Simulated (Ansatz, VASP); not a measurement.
**ZrSi4Ru: VASP beside Ansatz**

Contents of INCAR:

```
SYSTEM = ZrSi4Ru
ALGO = Normal ; EDIFF = 1E-7
EDIFFG = -0.04 ; ENCUT = 500
GGA = PE ; GGA_COMPAT = .False.
IBRION = 2 ; ISIF = 3
ISMEAR = 0 ; LASPH = .True.
LCHARG = .False. ; LREAL = .False.
LWAVE = .False. ; NELM = 120
NELMIN = 4 ; NSW = 90
PREC = Accurate ; SIGMA = 0.1
```

KPOINTS

```
k-points
0
Gamma
  6 6 4
  0 0 0
```

File POSCAR:

```
ZrSi4Ru
1.0
    4.4526710000      0.0000000000      0.0000000000
   -2.2263355000      3.8561262000      0.0000000000
    0.0000000000      0.0000000000      5.3441505900
Zr Si Ru
1 4 1
Direct
    0.0000000000      0.0000000000      0.0000000000
    0.3333333300      0.6666666700      0.2792831600
    0.3333333300      0.6666666700      0.7207168400
    0.6666666700      0.3333333300      0.7207168400
    0.6666666700      0.3333333300      0.2792831600
    0.0000000000      0.0000000000      0.5000000000
```

Input for Ansatz:

```yaml
crystal:
  lattice:
    - [4.452671, 0.0, 0.0]
    - [-2.2263355, 3.8561262, 0.0]
    - [0.0, 0.0, 5.34415059]
  atoms:
    - { symbol: Zr, position: [0.0, 0.0, 0.0] }
    - { symbol: Si, position: [0.33333333, 0.66666667, 0.27928316] }
    - { symbol: Si, position: [0.33333333, 0.66666667, 0.72071684] }
    - { symbol: Si, position: [0.66666667, 0.33333333, 0.72071684] }
    - { symbol: Si, position: [0.66666667, 0.33333333, 0.27928316] }
    - { symbol: Ru, position: [0.0, 0.0, 0.5] }
basis:
  ecutwfc: 420
kpoints:
  mp_grid: { grid: [6, 6, 4] }
hamiltonian:
  xc: pbe
scf:
  occupations: { method: gaussian, width: 0.1 }
  lower_state_search: "off"
output:
  forces: true
  stress: true
  eigenvalues: true
relax:
  adjacent_minimum: "off"
  f_tol: 0.04
  max_steps: 70
  cell: { stress_tol: 0.4 }
```

Alike in both runs: task relaxation of cell and atoms; functional PBE; k mesh 6 × 6 × 4; occupations gaussian, width 0.1 eV; no spin polarisation.

```csv
,VASP,Ansatz
version,VASP 6.6.1,Ansatz 0.2.0
potentials or method,"VASP PAW PBE potentials, release 64 (Zr_sv, Si, Ru_pv), cutoff 500 eV","scalar-relativistic, plane waves, PAW"
valence electrons in the cell,42,44
```

|  | VASP | Ansatz | Ansatz less VASP |
| --- | --- | --- | --- |
| gap on the k mesh at the Fermi level, each at its own relaxed structure (eV) | none | none | - |
| relaxed volume (Å³/atom) | 14.90 | 14.91 | +0.003 |
| relaxed cell length with the largest relative difference (Å) | 5.992 | 5.994 | +0.0019 |

A gap of «none» marks a metal or a gap that the smearing closes. VASP's potentials hold 42 valence electrons a cell and Ansatz's 44, so a difference there can come from the potentials and not from the codes.
